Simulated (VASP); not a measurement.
Runs of VASP 6.6.1 on Ge2Sb2O. The structure is that of space group P6/mmm (No. 191), or close to it. The cells are those of the table. The cell was generated, and may not be a known phase.

```tsv
task	cell	k mesh	cutoff (eV)	gap on the mesh (eV)	pressure (GPa)
single point	a = 4.840, b = 4.840, c = 5.746 Å, angles 90.0, 90.0, 120.0°, 5 atoms	6 × 6 × 4	520	none	(a)
single point	a = 4.825, b = 4.825, c = 5.768 Å, angles 90.0, 90.0, 120.0°, 5 atoms	12 × 12 × 8	520	none	0.0
relaxation of cell and atoms	relaxed from a = 4.911, b = 4.911, c = 5.358 Å, angles 90.0, 90.0, 120.0°, 5 atoms	6 × 6 × 4	600	none	0.0
single point	a = 4.911, b = 4.911, c = 5.358 Å, angles 90.0, 90.0, 120.0°, 5 atoms	6 × 6 × 4	520	none	2.8
```

Alike in all rows: level PBE; potentials or basis VASP PAW PBE potentials, release 64 (Ge_d, Sb, O); no spin polarisation; smearing gaussian 0.1 eV.

Problem. Fill in the values left out.

Solution. (a) 0.1.

Caveats: spin-orbit coupling is left out, which moves the levels of the heavy elements; the stress differs along the axes, from -2 to 13 GPa (at least some runs).

A k mesh can miss the band edges, and the runs leave out spin-orbit coupling on Ge, Sb.

A gap of «none» marks levels without a gap at the run's occupations.
